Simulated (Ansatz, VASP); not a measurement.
# Tc: VASP beside Ansatz

```
Tc
1.0
     0.00000    1.91694    1.91694
     1.91694    0.00000    1.91694
     1.91694    1.91694    0.00000
Tc
1
Direct
  0.00000 0.00000 0.00000
```

Change from the starting cell: volume scaled by 0.95, crystal datasets.

Alike in both runs: task electric field gradients; functional PBE; k mesh 18 × 18 × 18; occupations fermi-dirac, width 0.03 eV; no spin polarisation.

|  | VASP | Ansatz |
| --- | --- | --- |
| version | VASP 6.6.1 | Ansatz 0.2.0 |
| potentials or method | VASP PAW PBE potentials, release 64 (Tc_pv), cutoff 520 eV | all-electron PAW with datasets made for the crystal, scalar-relativistic |

```csv
,VASP,Ansatz,Ansatz less VASP
pressure (GPa),8.7,9.4,+0.68
```

Ansatz ran all-electron here, and VASP with PAW potentials.
